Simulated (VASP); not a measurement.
A run of VASP 6.6.1 is set up as follows.

File INCAR:

```
  PREC = Accurate
  ENCUT = 520
  EDIFF = 1E-6
  ISMEAR = -1
  SIGMA = 0.05
  LREAL = False
  LASPH = True
  NELM = 60
  ALGO = Normal
  ISIF = 2
  LWAVE = False
  LCHARG = False
  GGA = PS
  NBANDS = 16
```

File KPOINTS:

```
regular mesh
0
Gamma
  10 10 10
```

File POSCAR:

```
AlRu
1.0
    3.0309676725      0.0000000000      0.0000000000
    0.0000000000      3.0309676725      0.0000000000
    0.0000000000      0.0000000000      3.0309676725
Al Ru
1 1
Direct
    0.0000000000      0.0000000000      0.0000000000
    0.5000000000      0.5000000000      0.5000000000
```

Potentials or basis: VASP PAW PBE potentials, release 64 (Al, Ru_pv).

The run is started by

```console
$ cat potpaw_PBE.64/Al/POTCAR potpaw_PBE.64/Ru_pv/POTCAR > POTCAR
$ mpirun -np 1 vasp_std > vasp.out
```

Question: What does it give for the pressure?

Answer: -10.6 GPa.

Caveat: the PAW data sets were made with another functional, which shifts forces and pressure a little.
